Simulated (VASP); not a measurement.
A run of VASP 6.6.1 is set up as follows.

File INCAR:

```
ALGO     = Normal         # electronic algorithm
DIPOL    = 0.5 0.5 0.496
EDIFF    = 1E-7           # SCF threshold, eV
ENCUT    = 520            # plane-wave cutoff, eV
IDIPOL   = 3            
ISIF     = 2              # what is computed and relaxed
ISMEAR   = 0              # smearing method
LASPH    = T              # aspherical terms in the spheres
LCHARG   = F              # write CHGCAR
LDIPOL   = T            
LREAL    = F              # projectors in reciprocal space
LWAVE    = F              # write WAVECAR
NBANDS   = 42             # bands
NELM     = 100            # most SCF steps
PREC     = Accurate       # precision mode
SIGMA    = 0.05           # smearing width, eV
```

File KPOINTS:

```
k-points
0
Gamma
  6 6 1
```

The input POSCAR:

```
KCl
1.0
    4.4633994200      0.0000000000      0.0000000000
    0.0000000000      4.4633994200      0.0000000000
    0.0000000000      0.0000000000     26.4682999366
K Cl
4 4
Direct
    0.5000000000      0.5000000000      0.3211388726
    0.0000000000      0.0000000000      0.4403796242
    0.5000000000      0.5000000000      0.5542840133
    0.0000000000      0.0000000000      0.6667411407
    0.0000000000      0.0000000000      0.3211388726
    0.5000000000      0.5000000000      0.4403796242
    0.0000000000      0.0000000000      0.5540151053
    0.5000000000      0.5000000000      0.6679504309
```

Potentials or basis: VASP PAW LDA potentials, release 64 (K_sv, Cl).

The run is started by

```console
$ cat potpaw_LDA.64/K_sv/POTCAR potpaw_LDA.64/Cl/POTCAR > POTCAR
$ mpirun -np 1 vasp_std > vasp.out
```

Q: Predict the band gap on the k mesh.

A: 4.80 eV.

Q: Estimate the largest force.

A: 0.183 eV/Å.

Forces on the atoms (eV/Å):
```
K    0.000  0.000  0.183
K    0.000  0.000 -0.148
K    0.000  0.000  0.002
K    0.000  0.000  0.010
Cl   0.000  0.000  0.093
Cl   0.000  0.000 -0.146
Cl   0.000  0.000  0.005
Cl   0.000  0.000  0.001
```
